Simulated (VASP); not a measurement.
# Ge (P6/mmm) in VASP: relaxation of cell and atoms with r2SCAN

Aim: the relaxation of cell and atoms of Ge with r2SCAN.

Everything below comes from runs of VASP 6.6.1. Logs are shortened: lines on timing, memory, paths and dates and some standing lists are left out, and cuts for length are marked.

### Step 1. The cell of the first run

It takes space group P6/mmm (No. 191, hexagonal). Conventional cell: a = 2.843 Å, b = 2.843 Å, c = 2.625 Å, α = 90.00°, β = 90.00°, γ = 120.00°. Ge (site symmetry 6/mmm) has 8 Ge at 2.62 to 2.84 Å within 3.5 Å.

This isn't the form of Ge at room conditions, which is diamond.

### Step 2. Relaxation of cell and atoms, r2SCAN

File POSCAR:

```
Ge
1.0
    2.8425942899      0.0000000000      0.0000000000
   -1.4212971450      2.4617588677      0.0000000000
    0.0000000000      0.0000000000      2.6245026992
Ge
1
Direct
    0.0000000000      0.0000000000      0.0000000000
```

File INCAR.step1:

```
PREC = Accurate
ENCUT = 600
ISMEAR = 0
SIGMA = 0.1
LREAL = False
LASPH = True
NELM = 100
GGA = PE
ALGO = Normal
EDIFF = 1E-4
LWAVE = True
LCHARG = False
```

File INCAR.step2:

```
PREC = Accurate
ENCUT = 600
EDIFF = 1E-6
ISMEAR = 0
SIGMA = 0.1
LREAL = False
LASPH = True
NELM = 100
ALGO = Normal
ISIF = 3
LWAVE = False
LCHARG = False
METAGGA = R2SCAN
LMIXTAU = True
IBRION = 2
NSW = 100
EDIFFG = -0.01
ISTART = 1
```

File KPOINTS:

```
regular mesh
0
Gamma
  24 24 20
```

Potentials or basis: VASP PAW PBE potentials, release 64 (Ge_d).

Command:

```bash
$ cat potpaw_PBE.64/Ge_d/POTCAR > POTCAR
$ cp INCAR.step1 INCAR
$ mpirun -np 1 vasp_std > vasp.out
$ cp INCAR.step2 INCAR
$ mpirun -np 1 vasp_std > vasp.out
```

OUTCAR:

```text
PREC = Accurate
   ENCUT = 600
   EDIFF = 1E-6
   ISMEAR = 0
   LREAL = False
   LASPH = True
   NELM = 100
   ISIF = 3
   METAGGA = R2SCAN
   IBRION = 2
   NSW = 100
   EDIFFG = -0.01
   ISTART = 1

 ion  position               nearest neighbor table
   1  0.000  0.000  0.000-

  LATTYP: Found a hexagonal cell.
 ALAT       =     2.8425942899
 C/A-ratio  =     0.9232772712

  Lattice vectors:

 A1 = (   2.8425942899,   0.0000000000,   0.0000000000)
 A2 = (  -1.4212971450,   2.4617588677,   0.0000000000)
 A3 = (   0.0000000000,   0.0000000000,   2.6245026992)

Analysis of symmetry for initial positions (statically):
=====================================================================
 Subroutine PRICEL returns:
 Original cell was already a primitive cell.

 Routine SETGRP: Setting up the symmetry group for a
 hexagonal supercell.

 Subroutine GETGRP returns: Found 24 space group operations
 (whereof 24 operations were pure point group operations)
 out of a pool of 24 trial point group operations.

The static configuration has the point symmetry D_6h.

Analysis of symmetry for dynamics (positions and initial velocities):
=====================================================================
 Subroutine PRICEL returns:
 Original cell was already a primitive cell.

 Routine SETGRP: Setting up the symmetry group for a
 hexagonal supercell.

 Subroutine GETGRP returns: Found 24 space group operations
 (whereof 24 operations were pure point group operations)
 out of a pool of 24 trial point group operations.

The dynamic configuration has the point symmetry D_6h.

 Subroutine INISYM returns: Found 24 space group operations
 (whereof 24 operations are pure point group operations),
 and found     1 'primitive' translations

----------------------------------------------------------------------------------------

                                     Primitive cell

  volume of cell :      18.3657

  direct lattice vectors                    reciprocal lattice vectors
     2.842594290  0.000000000  0.000000000     0.351791321  0.203106814  0.000000000
    -1.421297145  2.461758868  0.000000000     0.000000000  0.406213628  0.000000000
     0.000000000  0.000000000  2.624502699     0.000000000  0.000000000  0.381024565

  length of vectors
     2.842594290  2.842594290  2.624502699     0.406213628  0.406213628  0.381024565

  position of ions in fractional coordinates (direct lattice)
     0.000000000  0.000000000  0.000000000

  ion indices of the primitive-cell ions
   primitive index   ion index
                 1           1

----------------------------------------------------------------------------------------

 KPOINTS: regular mesh

Automatic generation of k-mesh.
 Grid dimensions read from file:
 generate k-points for:   24   24   20

 Generating k-lattice:

  Cartesian coordinates                     Fractional coordinates (reciprocal lattice)
     0.014657972  0.008462784  0.000000000     0.041666667  0.000000000  0.000000000
     0.000000000  0.016925568  0.000000000     0.000000000  0.041666667  0.000000000
     0.000000000  0.000000000  0.019051228     0.000000000  0.000000000  0.050000000

  Length of vectors
     0.016925568  0.016925568  0.019051228

  Shift w.r.t. Gamma in fractional coordinates (k-lattice)
     0.000000000  0.000000000  0.000000000

 Subroutine IBZKPT returns following result:
 ===========================================

 Found    671 irreducible k-points:

 Following reciprocal coordinates:
            Coordinates               Weight
  0.000000  0.000000  0.000000      1.000000
  0.041667  0.000000  0.000000      6.000000
  0.083333  0.000000  0.000000      6.000000
  0.125000  0.000000  0.000000      6.000000
  0.166667  0.000000  0.000000      6.000000
  0.208333  0.000000  0.000000      6.000000
[... 16 lines left out ...]
  0.416667  0.041667  0.000000     12.000000
  0.458333  0.041667  0.000000     12.000000
 [... further k-points ...]
   k-points           NKPTS =    671   k-points in BZ     NKDIM =    671   number of bands    NBANDS=     11
   number of dos      NEDOS =    301   number of ions     NIONS =      1
   total plane-waves  NPLWV =  13824
   dimension x,y,z NGX =    24 NGY =   24 NGZ =   24
   dimension x,y,z NGXF=    48 NGYF=   48 NGZF=   48
   ions per type =               1
   NGX,Y,Z   is equivalent  to a cutoff of  14.04, 14.04, 15.20 a.u.
   NGXF,Y,Z  is equivalent  to a cutoff of  28.07, 28.07, 30.41 a.u.
 SYSTEM =  unknown system
   PREC   = accura    normal or accurate (medium, high low for compatibility)
   ISTART =      1    job   : 0-new  1-cont  2-samecut
   ICHARG =      0    charge: 1-file 2-atom 10-const
   ISPIN  =      1    spin polarized calculation?
   LNONCOLLINEAR =      F non collinear calculations
   LSORBIT =      F    spin-orbit coupling
   LASPH  =      T    aspherical Exc in radial PAW
   ENCUT  =  600.0 eV  44.10 Ry    6.64 a.u.   5.68  5.68  5.24*2*pi/ulx,y,z
   NELM   =    100;   NELMIN=  2; NELMDL=  0     # of ELM steps
   EDIFF  = 0.1E-05   stopping-criterion for ELM
   LREAL  =      F    real-space projection
   EDIFFG = -.1E-01   stopping-criterion for IOM
   NSW    =    100    number of steps for IOM
   IBRION =      2    ionic relax: 0-MD 1-quasi-New 2-CG
   NFREE  =      1    steps in history (QN), initial steepest desc. (CG)
   ISIF   =      3    stress and relaxation
   ISYM   =      2    0-nonsym 1-usesym 2-fastsym
   POTIM  = 0.5000    time-step for ionic-motion
   TEBEG  =    0.0;   TEEND  =   0.0 temperature during run
   PSTRESS=    0.0 pullay stress
   NELECT =      14.0000    total number of electrons
   NUPDOWN=      -1.0000    fix difference up-down
   EMIN   =  10.00;   EMAX   =-10.00  energy-range for DOS
   EFERMI =   0.00;   METHOD = LEGACY
   ISMEAR =     0;   SIGMA  =   0.10  broadening in eV -4-tet -1-fermi 0-gaus
   EFERMI_NEDOS =   21; number of points for ismear=-14 and -15
   IALGO  =     38    algorithm
   IMIX   =      4    mixing-type and parameters
     AMIX     =   0.40;   BMIX     =  1.00
     AMIX_MAG =   1.60;   BMIX_MAG =  1.00
  volume/ion in A,a.u.               =      18.37       123.94
  Fermi-wavevector in a.u.,A,eV,Ry     =   1.495484  2.826055 30.429045  2.236472
  Thomas-Fermi vector in A             =   2.607623
   LORBIT       =      0    0 simple, 1 ext, 2 COOP (PROOUT), +10 PAW based schemes
   METAGGA = R2SCAN    functional components
   LHFCALC =     F    Hartree Fock is set to
   AEXX    =    0.0000 exact exchange contribution
   IVDW    =     0    specifies the selected vdW correction
   LEPSILON=     F    determine dielectric tensor
   LRPA    =     F    only Hartree local field effects (RPA)
 conjugate gradient relaxation of ions
 non-spin polarized calculation
 Gauss-broadening in eV      SIGMA  =   0.10
  energy-cutoff  :      600.00
  volume of cell :       18.37
 maximum number of plane-waves:       628
 NGX is ok and might be reduce to    24
   NGX = 11   NGY = 11   NGZ = 11

--------------------------------------- Ionic step        1  -------------------------------------------

 number of electron      14.0000010 magnetization

 Free energy of the ion-electron system (eV)
  ---------------------------------------------------
  ext. energy  EPLUGINS =         0.00000000
  ---------------------------------------------------
  free energy    TOTEN  =       -13.49139000 eV

  energy without entropy =      -13.48982775  energy(sigma->0) =      -13.49060887

------------------------ aborting loop because EDIFF is reached ----------------------------------------

  FORCE on cell =-STRESS in cart. coord.  units (eV):
  Direction    XX          YY          ZZ          XY          YZ          ZX
  --------------------------------------------------------------------------------------
  -------------------------------------------------------------------------------------
  Total        0.0867657      0.0867657      0.3116563     -0.0000000     -0.0000000      0.0000000
  in kB        7.5692221      7.5692221     27.1881175     -0.0000000     -0.0000000      0.0000000
  external PRESSURE =      14.1088539 kB  Pullay stress =       0.0000000 kB
[... 230 lines left out ...]
  energy  without entropy=      -13.4917144748  energy(sigma->0) =      -13.49241411

--------------------------------------- Ionic step        8  -------------------------------------------

 number of electron      14.0000009 magnetization

 Free energy of the ion-electron system (eV)
  ---------------------------------------------------
  ext. energy  EPLUGINS =         0.00000000
  ---------------------------------------------------
  free energy    TOTEN  =       -13.49311325 eV

  energy without entropy =      -13.49171255  energy(sigma->0) =      -13.49241290

 E-fermi :   6.6800     XC(G=0): -12.3669

 val. band max:        6.6792095491   @ k =   0.3333   0.2083   0.4000
 cond. band min:       6.6949537847   @ k =   0.3333   0.2083   0.2000
 fundamental gap:      0.0157442356
 Fermi energy:         6.6800011629

 k-point     1 :       0.0000    0.0000    0.0000
  band No.  band energies     occupation
      1     -18.8851      2.00000
      2     -18.7783      2.00000
      3     -18.7783      2.00000
      4     -18.6105      2.00000
      5     -18.6105      2.00000
      6      -7.2783      2.00000
      7      13.9415      0.00000
      8      15.4339      0.00000
      9      15.4340      0.00000
     10      17.4790      0.00000
     11      21.5909      0.00000
[... 309 lines left out ...]
 k-point    24 :       0.4583    0.0417    0.0000
  band No.  band energies     occupation
      1     -18.8621      2.00000
      2     -18.7601      2.00000
      3     -18.6683      2.00000
      4     -18.6390      2.00000
      5     -18.6250      2.00000
      6      -1.9843      2.00000
      7       0.8348      2.00000
      8      10.5082      0.00000
      9      15.8261      0.00000
     10      18.0771      0.00000
     11      24.0921      0.00000

 [... further k-points ...]

------------------------ aborting loop because EDIFF is reached ----------------------------------------

  FORCE on cell =-STRESS in cart. coord.  units (eV):
  Direction    XX          YY          ZZ          XY          YZ          ZX
  --------------------------------------------------------------------------------------
  -------------------------------------------------------------------------------------
  Total       -0.0030480     -0.0030480      0.0084456      0.0000000      0.0000000      0.0000000
  in kB       -0.2619478     -0.2619478      0.7258150      0.0000000      0.0000000      0.0000000
  external PRESSURE =       0.0673064 kB  Pullay stress =       0.0000000 kB
[... 16 lines left out ...]
  FREE ENERGIE OF THE ION-ELECTRON SYSTEM (eV)
  ---------------------------------------------------
  free  energy   TOTEN  =       -13.4931132490 eV

  energy  without entropy=      -13.4917125516  energy(sigma->0) =      -13.49241290

 reached required accuracy - stopping structural energy minimisation
```

Wall time 69 min (1 thread of Oxide Virtual Turin-like, shared host); peak memory 0.26 GiB.

What came out:

```yaml
Free_energy: -13.4931 eV
Relaxed_volume: 18.64 Å³/atom
Relaxed_cell: a = 2.849 Å, b = 2.849 Å, c = 2.653 Å, α = 90.00°, β = 90.00°, γ = 120.00°
Space_group_after_relaxing_to_0.1_Å: P6/mmm (No. 191)
Energy_gained_by_relaxing: 1.7 meV/atom
Ionic_steps: 8
Pressure_after_relaxing: 0.0 GPa
Band_gap_on_the_k_mesh: zero (bands 7 and 8 overlap by 11.10 eV)
```

The path:
```csv
step,energy change (eV),largest force (eV/Å),pressure (GPa),volume (Å³)
1,0.0000,0.0000,1.41,18.37
2,-0.0014,0.0000,-0.61,18.80
3,-0.0017,0.0000,-0.05,18.66
4,-0.0017,0.0000,-0.07,18.67
5,-0.0017,0.0000,-0.21,18.68
6,-0.0017,0.0000,0.15,18.61
7,-0.0017,0.0000,0.05,18.64
8,-0.0017,0.0000,0.01,18.64
```

Final structure:
```cif
data_structure
_symmetry_space_group_name_H-M 'P 1'
_symmetry_Int_Tables_number 1
_cell_length_a 2.8487
_cell_length_b 2.8487
_cell_length_c 2.6528
_cell_angle_alpha 90.000
_cell_angle_beta 90.000
_cell_angle_gamma 120.000
_cell_volume 18.64
loop_
_atom_site_label
_atom_site_type_symbol
_atom_site_fract_x
_atom_site_fract_y
_atom_site_fract_z
_atom_site_occupancy
Ge1 Ge 0.00000 0.00000 0.00000 1
```

Levels at points of the mesh, in eV from the Fermi level:
```
           k point  band 4  band 5  band 6  band 7  band 8  band 9  band 10  band 11
(0.00, 0.00, 0.00)  -25.29  -25.29  -13.96    7.26    8.75    8.75    10.80    14.91
(0.50, 0.00, 0.00)  -25.32  -25.30   -8.59   -6.00    4.31    8.58    11.41    17.84
(0.00, 0.00, 0.50)  -25.37  -25.33   -9.76   -6.28   12.06   12.06    17.95    18.48
(0.50, 0.00, 0.50)  -25.31  -25.21   -3.86   -2.72   -2.16    3.85     7.56    13.18
```

Caveat: the PAW data sets were made with another functional, which shifts forces and pressure a little.
